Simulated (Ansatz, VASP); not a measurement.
## One calculation of Al, two programs

```
CELL_PARAMETERS angstrom
-1.61216 1.61216 1.61216
1.61216 -1.61216 1.61216
1.61216 1.61216 -1.61216
ATOMIC_POSITIONS crystal
Al 0.00000 0.00000 0.00000
```

Alike in both runs: task single point; functional r2SCAN; k mesh 13 × 13 × 13; occupations gaussian, width 0.1 eV; no spin polarisation.

|  | VASP | Ansatz |
| --- | --- | --- |
| version | VASP 6.6.1 | Ansatz 0.2.0 |
| potentials or method | VASP PAW PBE potentials, release 64 (Al), cutoff 520 eV | plane waves, PAW |
| valence electrons in the cell | 3 | 3 |

VASP gave:

- pressure (GPa): -3.1

Q: What did Ansatz give for the same quantities?

A: Pressure (GPa): -2.8.

VASP's potentials were made for PBE, not for r2SCAN.
